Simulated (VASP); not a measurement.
Set up this calculation in VASP 6.6.1, as the native input.

```
Task                   : relaxation of cell and atoms
Functional             : PBE
Potentials or basis    : VASP PAW PBE potentials, release 64 (B_h, P)
Cutoff                 : 910 eV
k mesh                 : 6 × 6 × 4
Occupations            : gaussian, width 0.1 eV
Spin                   : no spin polarisation
Dipole correction      : no
Further INCAR settings : ALGO = Normal; EDIFF = 1e-07; IBRION = 2; EDIFFG = -0.04; NSW = 90; ISIF = 3
```

The structure of B2P3 lies in POSCAR:

```
B2P3
1.0
    3.7381650000      0.0000000000      0.0000000000
   -1.8690825000      3.2373458600      0.0000000000
    0.0000000000      0.0000000000      6.0135170900
B P
2 3
Direct
    0.3333333300      0.6666666700      0.8330824800
    0.6666666700      0.3333333300      0.8330824800
    0.3333333300      0.6666666700      0.3743722500
    0.6666666700      0.3333333300      0.3743722500
    0.0000000000      0.0000000000      0.6352225800
```

The cell was built from a structure type or drawn by symmetry, and may not be a known phase.

The input as run:

INCAR

```
PREC = Accurate
ENCUT = 910
EDIFF = 1E-7
ISMEAR = 0
SIGMA = 0.1
LREAL = F
LASPH = T
NELM = 120
ALGO = Normal
ISIF = 3
LWAVE = F
LCHARG = F
GGA = PE
IBRION = 2
NSW = 90
EDIFFG = -0.04
GGA_COMPAT = F
NELMIN = 4
```

KPOINTS

```
regular mesh
0
Gamma
  6 6 4
```

Potentials or basis: VASP PAW PBE potentials, release 64 (B_h, P).

Command:

```bash
$ cat potpaw_PBE.64/B_h/POTCAR potpaw_PBE.64/P/POTCAR > POTCAR
$ mpirun -np 1 vasp_std > vasp.out
```

Results of the run:

```yaml
Relaxed_volume: 11.55 Å³/atom
Relaxed_cell: a = 3.847 Å, b = 3.847 Å, c = 4.505 Å, α = 90.00°, β = 90.00°, γ = 120.00°
Space_group_after_relaxing_to_0.1_Å: P6mm (No. 183)
Energy_gained_by_relaxing: 508.2 meV/atom
Ionic_steps: 62
Pressure_after_relaxing: 0.1 GPa
Largest_force_after_relaxing: 0.029 eV/Å
```

Caveat: the volume moved by over 15 % at a fixed basis, so the end points are rough; the highest band is partly filled, so the run has too few bands.

Wall time 18 min on 1 thread of Intel(R) Xeon(R) 6975P-C (Granite Rapids), on a shared host, peak memory 0.35 GiB.
